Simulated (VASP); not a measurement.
Set up this calculation in VASP 6.6.1, as the native input.

- Task: single point
- Functional: PBE
- Potentials or basis: VASP PAW PBE potentials, release 64 (W_sv, C)
- Cutoff: 520 eV
- k mesh: 12 × 12 × 7
- Occupations: fermi-dirac, width 0.05 eV
- Spin: no spin polarisation
- Dipole correction: no
- Further INCAR settings: ALGO = Normal; EDIFF = 1e-06; NBANDS = 26

The structure of WC (wurtzite type) lies in POSCAR:

```
WC
1.0
    3.1256113096      0.0000000000      0.0000000000
   -1.5628056548      2.7068587965      0.0000000000
    0.0000000000      0.0000000000      5.9935197938
W C
2 2
Direct
    0.3333333333      0.6666666667      0.0223637183
    0.6666666667      0.3333333333      0.5223637183
    0.3333333333      0.6666666667      0.3536362817
    0.6666666667      0.3333333333      0.8536362817
```

The input as run:

INCAR

```
PREC = Accurate
ENCUT = 520
EDIFF = 1E-6
ISMEAR = -1
SIGMA = 0.05
LREAL = False
LASPH = True
NELM = 100
ALGO = Normal
ISIF = 2
LWAVE = False
LCHARG = False
GGA = PE
NBANDS = 26
```

KPOINTS

```
Automatic mesh
0
Gamma
  12 12 7
```

Potentials or basis: VASP PAW PBE potentials, release 64 (W_sv, C).

Run with:

```console
$ cat potpaw_PBE.64/W_sv/POTCAR potpaw_PBE.64/C/POTCAR > POTCAR
$ mpirun -np 1 vasp_std > vasp.out
```

It gave:

| Quantity | Value |
| --- | --- |
| Pressure | 0.7 GPa |
| Largest force | 0.005 eV/Å |
| Band gap on the k mesh | zero (band 18 reaches 9.08 eV, above the bottom of band 19 at 8.55 eV) |

Caveat: spin-orbit coupling is left out, which moves the levels of the heavy elements.

Wall time 29 s on 1 thread of Intel(R) Xeon(R) Platinum 8481C CPU @ 2.70GHz (Sapphire Rapids), on a shared host, peak memory 0.23 GiB.
